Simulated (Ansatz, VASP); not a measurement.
Ir: VASP beside Ansatz

```
Ir
1.0
     0.00000    0.00000    4.41948
     2.71546   -4.70331    0.00000
     2.71546    4.70331    0.00000
Ir
8
Direct
  0.25000 0.33333 0.16667
  0.25000 0.83333 0.16667
  0.25000 0.33333 0.66667
  0.25000 0.83333 0.66667
  0.75000 0.66667 0.33333
  0.75000 0.16667 0.33333
  0.75000 0.66667 0.83333
  0.75000 0.16667 0.83333
```

Alike in both runs: functional PBEsol; k mesh 8 × 6 × 6; occupations gaussian, width 0.1 eV; no spin polarisation.

Ansatz relaxed the structure, and its values are those at the end. VASP's run is a single point on that final structure, the one shown.

|  | VASP | Ansatz |
| --- | --- | --- |
| version | VASP 6.6.1 | Ansatz 0.2.0 |
| potentials or method | VASP PAW PBE potentials, release 64 (Ir), cutoff 520 eV | scalar-relativistic, plane waves, PAW |
| valence electrons in the cell | 72 | 136 |

Ansatz gave:

| Property | Result |
| --- | --- |
| gap on the k mesh at the Fermi level (eV) | none |
| pressure (GPa) | 0.0 |

Q: Which values does VASP return?

A: gap on the k mesh at the Fermi level (eV): none; pressure (GPa): 0.9.

VASP's potentials were made for PBE, not for PBEsol. A gap of «none» marks a metal or a gap that the smearing closes. The functional is the same, so the differences come from potentials, cutoffs and numerics. VASP's potentials hold 72 valence electrons a cell and Ansatz's 136, so a difference there can come from the potentials and not from the codes.

Neither program's run includes spin-orbit coupling.
